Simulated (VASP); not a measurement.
# Te6Mo3H (a cell with a defect) in VASP: further runs, part 3 of 3

VASP 6.6.1.

**5. Single point, PBEsol+D3(BJ)**

INCAR

```
SYSTEM = Te6Mo3H
  PREC = Accurate
  ENCUT = 400
  EDIFF = 1E-6
  ISMEAR = 0
  SIGMA = 0.05
  LREAL = .False.
  LASPH = .True.
  NELM = 120
  ALGO = Normal
  ISIF = 2
  LWAVE = .False.
  LCHARG = .False.
  GGA = PS
  IVDW = 12
  NBANDS = 50
  GGA_COMPAT = .False.
```

KPOINTS

```
Automatic mesh
0
Gamma
  9 9 2
  0 0 0
```

POSCAR

```
Te6Mo3H
1.0
    3.4334348991      0.0000000000      0.0000000000
   -1.7167174496      2.9734418449      0.0000000000
    0.0000000000      0.0000000000     20.7704276327
Te Mo H
6 3 1
Direct
    0.0000000000      0.0000000000      0.9125759158
    0.3333333333      0.6666666667      0.5917813750
    0.3333333333      0.6666666667      0.2333059430
    0.3333333333      0.6666666667      0.7666940570
    0.3333333333      0.6666666667      0.4082186250
    0.0000000000      0.0000000000      0.0874240842
    0.0000000000      0.0000000000      0.6791506171
    0.0000000000      0.0000000000      0.3208493829
    0.3333333333      0.6666666667      0.0000000000
   -0.3023098515     -0.5261549258      0.7523436355
```

Potentials or basis: VASP PAW PBE potentials, release 64 (Te, Mo_sv, H).

The run is started by

```console
cat potpaw_PBE.64/Te/POTCAR potpaw_PBE.64/Mo_sv/POTCAR potpaw_PBE.64/H/POTCAR > POTCAR
mpirun -np 1 vasp_std > vasp.out
```

OUTCAR:

```text
SYSTEM = Te6Mo3H
   PREC = Accurate
   ENCUT = 400
   EDIFF = 1E-6
   ISMEAR = 0
   LREAL = .False.
   LASPH = .True.
   NELM = 120
   ISIF = 2
   GGA = PS
   IVDW = 12
 IVDW          = 12

 ion  position               nearest neighbor table
   1  0.000  0.000  0.913-   9 2.69   9 2.69   9 2.69   4 3.62   4 3.62   4 3.62   6 3.63
   2  0.333  0.667  0.592-   7 2.69   7 2.69   7 2.69   4 3.63
   3  0.333  0.667  0.233-   8 2.69   8 2.69   8 2.69   6 3.62   6 3.62   6 3.62   5 3.63
   4  0.333  0.667  0.767-  10 1.71  10 1.96   7 2.69   7 2.69   7 2.69   1 3.62   1 3.62   1 3.62
                             2 3.63
   5  0.333  0.667  0.408-   8 2.69   8 2.69   8 2.69   3 3.63
   6  0.000  0.000  0.087-   9 2.69   9 2.69   9 2.69   3 3.62   3 3.62   3 3.62   1 3.63
   7  0.000  0.000  0.679-  10 2.19   2 2.69   2 2.69   2 2.69   4 2.69   4 2.69   4 2.69
   8  0.000  0.000  0.321-   5 2.69   5 2.69   5 2.69   3 2.69   3 2.69   3 2.69
   9  0.333  0.667  0.000-   1 2.69   6 2.69   1 2.69   6 2.69   1 2.69   6 2.69
  10  0.698  0.474  0.752-   4 1.71   4 1.96   7 2.19

  LATTYP: Found a hexagonal cell.
 ALAT       =     3.4334348991
 C/A-ratio  =     6.0494601596

  Lattice vectors:

 A1 = (   3.4334348991,   0.0000000000,   0.0000000000)
 A2 = (  -1.7167174496,   2.9734418449,   0.0000000000)
 A3 = (   0.0000000000,   0.0000000000,  20.7704276327)

Analysis of symmetry for initial positions (statically):
=====================================================================
 Subroutine PRICEL returns:
 Original cell was already a primitive cell.

 Routine SETGRP: Setting up the symmetry group for a
 hexagonal supercell.

 Subroutine GETGRP returns: Found  1 space group operations
 (whereof  1 operations were pure point group operations)
 out of a pool of 24 trial point group operations.

The static configuration has the point symmetry C_1 .

Analysis of symmetry for dynamics (positions and initial velocities):
=====================================================================
 Subroutine PRICEL returns:
 Original cell was already a primitive cell.

 Routine SETGRP: Setting up the symmetry group for a
 hexagonal supercell.

 Subroutine GETGRP returns: Found  1 space group operations
 (whereof  1 operations were pure point group operations)
 out of a pool of 24 trial point group operations.

The dynamic configuration has the point symmetry C_1 .

 Subroutine INISYM returns: Found  1 space group operations
 (whereof  1 operations are pure point group operations),
 and found     1 'primitive' translations

----------------------------------------------------------------------------------------

                                     Primitive cell

  volume of cell :     212.0478

  direct lattice vectors                    reciprocal lattice vectors
     3.433434899  0.000000000  0.000000000     0.291253520  0.168155298  0.000000000
    -1.716717450  2.973441845  0.000000000     0.000000000  0.336310596  0.000000000
     0.000000000  0.000000000 20.770427633     0.000000000  0.000000000  0.048145374

  length of vectors
     3.433434899  3.433434899 20.770427633     0.336310596  0.336310596  0.048145374

  position of ions in fractional coordinates (direct lattice)
     0.000000000  0.000000000  0.912575916
     0.333333333  0.666666667  0.591781375
[... 75 lines left out ...]
   k-points           NKPTS =     82   k-points in BZ     NKDIM =     82   number of bands    NBANDS=     50
   number of dos      NEDOS =    301   number of ions     NIONS =     10
   total plane-waves  NPLWV =  80640
   dimension x,y,z NGX =    24 NGY =   24 NGZ =  140
   dimension x,y,z NGXF=    48 NGYF=   48 NGZF=  280
   ions per type =               6   3   1
   NGX,Y,Z   is equivalent  to a cutoff of  11.62, 11.62, 11.21 a.u.
   NGXF,Y,Z  is equivalent  to a cutoff of  23.24, 23.24, 22.41 a.u.
 SYSTEM =  Te6Mo3H
   PREC   = accura    normal or accurate (medium, high low for compatibility)
   ISTART =      0    job   : 0-new  1-cont  2-samecut
   ICHARG =      2    charge: 1-file 2-atom 10-const
   ISPIN  =      1    spin polarized calculation?
   LNONCOLLINEAR =      F non collinear calculations
   LSORBIT =      F    spin-orbit coupling
   LASPH  =      T    aspherical Exc in radial PAW
   ENCUT  =  400.0 eV  29.40 Ry    5.42 a.u.   5.60  5.60 33.87*2*pi/ulx,y,z
   NELM   =    120;   NELMIN=  2; NELMDL= -5     # of ELM steps
   EDIFF  = 0.1E-05   stopping-criterion for ELM
   LREAL  =      F    real-space projection
   EDIFFG = 0.1E-04   stopping-criterion for IOM
   NSW    =      0    number of steps for IOM
   IBRION =     -1    ionic relax: 0-MD 1-quasi-New 2-CG
   NFREE  =      0    steps in history (QN), initial steepest desc. (CG)
   ISIF   =      2    stress and relaxation
   ISYM   =      2    0-nonsym 1-usesym 2-fastsym
   POTIM  = 0.5000    time-step for ionic-motion
   TEBEG  =    0.0;   TEEND  =   0.0 temperature during run
   PSTRESS=    0.0 pullay stress
   NELECT =      79.0000    total number of electrons
   NUPDOWN=      -1.0000    fix difference up-down
   EMIN   =  10.00;   EMAX   =-10.00  energy-range for DOS
   EFERMI =   0.00;   METHOD = LEGACY
   ISMEAR =     0;   SIGMA  =   0.05  broadening in eV -4-tet -1-fermi 0-gaus
   EFERMI_NEDOS =   21; number of points for ismear=-14 and -15
   IALGO  =     38    algorithm
   IMIX   =      4    mixing-type and parameters
     AMIX     =   0.40;   BMIX     =  1.00
     AMIX_MAG =   1.60;   BMIX_MAG =  1.00
  volume/ion in A,a.u.               =      21.20       143.10
  Fermi-wavevector in a.u.,A,eV,Ry     =   1.177984  2.226066 18.880066  1.387646
  Thomas-Fermi vector in A             =   2.314321
   LORBIT       =      0    0 simple, 1 ext, 2 COOP (PROOUT), +10 PAW based schemes
   GGA     = PS    functional components
   LHFCALC =     F    Hartree Fock is set to
   AEXX    =    0.0000 exact exchange contribution
   IVDW    =    12    specifies the selected vdW correction
   LEPSILON=     F    determine dielectric tensor
   LRPA    =     F    only Hartree local field effects (RPA)
 non-spin polarized calculation
 Gauss-broadening in eV      SIGMA  =   0.05
  energy-cutoff  :      400.00
  volume of cell :      212.05
 maximum number of plane-waves:      3908
   NGX = 11   NGY = 11   NGZ = 67

 number of electron      78.9999990 magnetization

 Free energy of the ion-electron system (eV)
  ---------------------------------------------------
  ext. energy  EPLUGINS =         0.00000000
  ---------------------------------------------------
  free energy    TOTEN  =       -59.69349300 eV

  energy without entropy =      -59.68850459  energy(sigma->0) =      -59.69099879

 E-fermi :   9.6674     XC(G=0): -10.9102

 val. band max:        9.6632669495   @ k =  -0.1111   0.1111   0.5000
 cond. band min:       9.6702222292   @ k =  -0.2222   0.1111   0.5000
 fundamental gap:      0.0069552797
 Fermi energy:         9.6673757241

 k-point     1 :       0.0000    0.0000    0.0000
  band No.  band energies     occupation
      1     -51.8238      2.00000
      2     -51.6166      2.00000
      3     -51.5836      2.00000
      4     -26.1597      2.00000
      5     -25.8946      2.00000
      6     -25.8719      2.00000
[... 1261 lines left out ...]
     49      11.9778      0.00000
     50      12.2514      0.00000

 [... further k-points ...]

------------------------ aborting loop because EDIFF is reached ----------------------------------------

 Edisp (eV)   -5.04208

 E8    (eV) :    -3.4309

  FORCE on cell =-STRESS in cart. coord.  units (eV):
  Direction    XX          YY          ZZ          XY          YZ          ZX
  --------------------------------------------------------------------------------------
  -------------------------------------------------------------------------------------
  Total       6.69373     2.18589     3.11237    -0.55409     0.24789    -0.09807
  in kB      50.57607    16.51605    23.51627    -4.18656     1.87296    -0.74102
  external pressure =       30.20 kB  Pullay stress =        0.00 kB

 VOLUME and BASIS-vectors are now :
 -----------------------------------------------------------------------------
  energy-cutoff  :      400.00
  volume of cell :      212.05
      direct lattice vectors                 reciprocal lattice vectors
     3.433434899  0.000000000  0.000000000     0.291253520  0.168155298  0.000000000
    -1.716717450  2.973441845  0.000000000     0.000000000  0.336310596  0.000000000
     0.000000000  0.000000000 20.770427633     0.000000000  0.000000000  0.048145374

 POSITION                                       TOTAL-FORCE (eV/Angst)
 -----------------------------------------------------------------------------------
      0.00000      0.00000     18.95459        -0.004528     -0.012675     -0.051242
     -0.00000      1.98229     12.29155         0.024002     -0.017148     -0.188530
     -0.00000      1.98229      4.84586        -0.000452     -0.000275     -0.040578
     -0.00000      1.98229     15.92456        -0.767336      0.376542      2.230033
     -0.00000      1.98229      8.47888        -0.000236     -0.002285      0.062355
      0.00000      0.00000      1.81584        -0.000164      0.002422      0.048851
      0.00000      0.00000     14.10625        -0.150561     -0.086791     -1.524336
      0.00000      0.00000      6.66418         0.000628     -0.000370      0.004817
     -0.00000      1.98229      0.00000         0.000277     -0.010958     -0.036469
      1.58202      1.40895     15.62650         0.898368     -0.248463     -0.504902
 -----------------------------------------------------------------------------------
    total drift:                                0.000040      0.000036      0.000097

  FREE ENERGIE OF THE ION-ELECTRON SYSTEM (eV)
  ---------------------------------------------------
  free  energy   TOTEN  =       -64.7355772393 eV

  energy  without entropy=      -64.7305888241  energy(sigma->0) =      -64.73308303
```

It took 24 min on 1 thread of Oxide Virtual Turin-like, shared host; peak memory 0.56 GiB.

What came out:

* Free energy: -64.7356 eV
* Pressure: 3.0 GPa
* Largest force: 2.388 eV/Å
* Band gap on the k mesh: zero (an odd number of electrons rules out a gap without spin polarisation)
* Dispersion energy per atom: -0.504 eV

Forces in eV/Å, atoms in the order of the input:
```
Te  -0.005 -0.013 -0.051
Te   0.024 -0.017 -0.189
Te   0.000  0.000 -0.041
Te  -0.767  0.377  2.230
Te   0.000 -0.002  0.062
Te   0.000  0.002  0.049
Mo  -0.151 -0.087 -1.524
Mo   0.001  0.000  0.005
Mo   0.000 -0.011 -0.036
H    0.898 -0.248 -0.505
```

Caveat: the PAW data sets were made with another functional, which shifts forces and pressure a little; spin-orbit coupling is left out, which moves the levels of the heavy elements; an odd number of electrons without spin polarisation forces a metal; a magnetic or distorted state may lie lower.

**6. Single point, PBEsol+D3(BJ)**

INCAR

```
SYSTEM = Te6Mo3H
PREC = Accurate
ENCUT = 400
EDIFF = 1E-6
ISMEAR = 0
SIGMA = 0.05
LREAL = .False.
LASPH = .True.
NELM = 120
ALGO = Normal
ISIF = 2
LWAVE = .False.
LCHARG = .False.
GGA = PS
IVDW = 12
NBANDS = 50
GGA_COMPAT = .False.
```

KPOINTS is that of step 5.

Edit POSCAR of step 5 so:

```diff
@@ -17,2 +17,2 @@
     0.3333333333      0.6666666667      0.0000000000
-   -0.3023098515     -0.5261549258      0.7523436355
+    0.1976901485      0.2238450742      0.2523436355
```

Potentials or basis: VASP PAW PBE potentials, release 64 (Te, Mo_sv, H).

The run is started by

```console
cat potpaw_PBE.64/Te/POTCAR potpaw_PBE.64/Mo_sv/POTCAR potpaw_PBE.64/H/POTCAR > POTCAR
mpirun -np 1 vasp_std > vasp.out
```

It took 12 min on 1 thread of Oxide Virtual Turin-like, shared host; peak memory 0.56 GiB.

Results (log left out):

```
Free energy                : -63.3714 eV
Pressure                   : 6.4 GPa
Largest force              : 10.173 eV/Å
Band gap on the k mesh     : zero (an odd number of electrons rules out a gap without spin polarisation)
Dispersion energy per atom : -0.504 eV
```

Forces in eV/Å, atoms in the order of the input:
```
Te   0.001  0.002 -0.064
Te   0.000  0.000 -0.086
Te  -1.829  9.214 -3.905
Te   0.001  0.002  0.027
Te  -0.127 -0.057  0.865
Te   0.005  0.018  0.023
Mo   0.001 -0.001  0.022
Mo  -0.218 -1.268  2.602
Mo   0.000 -0.010  0.071
H    2.167 -7.899  0.446
```

Stress tensor (GPa, compression positive):
```
 1.91 -2.21 -0.01
-2.21 11.74 -4.28
-0.01 -4.28  5.58
```

Levels at points of the mesh, in eV from the Fermi level:
```
           k point  band 35  band 36  band 37  band 38  band 39  band 40  band 41  band 42  band 43  band 44
(0.00, 0.00, 0.00)    -1.43    -1.43    -1.39    -1.01    -0.41     0.68     1.70     2.23     2.45     2.55
(0.00, 0.00, 0.50)    -1.43    -1.43    -1.41    -0.98    -0.41     0.68     1.70     2.23     2.45     2.54
```

Caveat: the PAW data sets were made with another functional, which shifts forces and pressure a little; spin-orbit coupling is left out, which moves the levels of the heavy elements; an odd number of electrons without spin polarisation forces a metal; a magnetic or distorted state may lie lower.

**7. Single point, PBEsol+D3(BJ)**

INCAR

```
ALGO = Normal ; EDIFF = 1E-6
ENCUT = 400 ; GGA = PS
GGA_COMPAT = False ; ISIF = 2
ISMEAR = 0 ; IVDW = 12
LASPH = True ; LCHARG = True
LELF = True ; LREAL = False
LVHAR = True ; LWAVE = False
NBANDS = 50 ; NELM = 120
PREC = Accurate ; SIGMA = 0.05
```

KPOINTS

```
k-points
0
Gamma
  9 9 2
```

POSCAR

```
Te6Mo3H
1.0
    3.4334342720      0.0000000000      0.0000000000
   -1.7167171360      2.9734413017      0.0000000000
    0.0000000000      0.0000000000     20.7704294686
Te Mo H
6 3 1
Direct
    0.0000000000      0.0000000000      0.9125759363
    0.3333333333      0.6666666667      0.5917818730
    0.3333333333      0.6666666667      0.2333053354
    0.3333333333      0.6666666667      0.7666946646
    0.3333333333      0.6666666667      0.4082181270
    0.0000000000      0.0000000000      0.0874240637
    0.0000000000      0.0000000000      0.6791511892
    0.0000000000      0.0000000000      0.3208488108
    0.3333333333      0.6666666667      0.0000000000
   -0.4689764967     -0.3594882483      0.9190103014
```

The run is started by

```console
cat potpaw_PBE.64/Te/POTCAR potpaw_PBE.64/Mo_sv/POTCAR potpaw_PBE.64/H/POTCAR > POTCAR
mpirun -np 1 vasp_std > vasp.out
```

It took 17 min on 1 thread of Oxide Virtual Turin-like, shared host; peak memory 0.56 GiB.

Results (log left out):

| Property | Result |
| --- | --- |
| Free energy | -64.0209 eV |
| Pressure | 5.1 GPa |
| Largest force | 6.997 eV/Å |
| Band gap on the k mesh | zero (an odd number of electrons rules out a gap without spin polarisation) |
| Dispersion energy per atom | -0.504 eV |

Forces on the atoms (eV/Å):
```
Te   4.908  4.539 -2.064
Te   0.001 -0.002 -0.065
Te  -0.003  0.002 -0.056
Te   0.021  0.000  0.040
Te  -0.001  0.000  0.045
Te  -0.037  0.059  0.573
Mo   0.005  0.002  0.071
Mo   0.002 -0.001  0.007
Mo  -0.531 -0.170  0.950
H   -4.367 -4.429  0.500
```

Stress tensor (GPa, compression positive):
```
 5.56  4.90 -1.36
 4.90  6.96 -0.52
-1.36 -0.52  2.69
```

Levels at points of the mesh, in eV from the Fermi level:
| k point | band 35 | band 36 | band 37 | band 38 | band 39 | band 40 | band 41 | band 42 | band 43 | band 44 |
| --- | --- | --- | --- | --- | --- | --- | --- | --- | --- | --- |
| (0.00, 0.00, 0.00) | -1.53 | -1.53 | -1.36 | -1.03 | -0.72 | 0.21 | 1.67 | 1.95 | 2.28 | 2.53 |
| (0.00, 0.00, 0.50) | -1.53 | -1.53 | -1.39 | -0.99 | -0.72 | 0.20 | 1.67 | 1.95 | 2.28 | 2.52 |

Caveat: the PAW data sets were made with another functional, which shifts forces and pressure a little; spin-orbit coupling is left out, which moves the levels of the heavy elements; an odd number of electrons without spin polarisation forces a metal; a magnetic or distorted state may lie lower.

**8. Summary**

```tsv
cell	gap on the mesh (eV)	pressure (GPa)	largest force (eV/Å)
as given, atomic positions A	none	5.9	7.85
as given, atomic positions B	none	6.4	10.17
as given, atomic positions C	none	4.5	5.60
as given, atomic positions D	none	3.0	2.39
as given, atomic positions E	none	5.1	7.00
```

Alike in all rows: task single point; level PBEsol+D3(BJ); potentials or basis VASP PAW PBE potentials, release 64 (Te, Mo_sv, H); no spin polarisation; k mesh 9 × 9 × 2; cutoff (eV) 400; smearing gaussian 0.05 eV.

Caveats: the PAW data sets were made with another functional, which shifts forces and pressure a little; spin-orbit coupling is left out, which moves the levels of the heavy elements; an odd number of electrons without spin polarisation forces a metal; a magnetic or distorted state may lie lower.

Total energies depend on the potentials used, so only differences within one code and one set of settings carry meaning.

The gap in the log of VASP goes by the Fermi energy; the results here count the filled bands.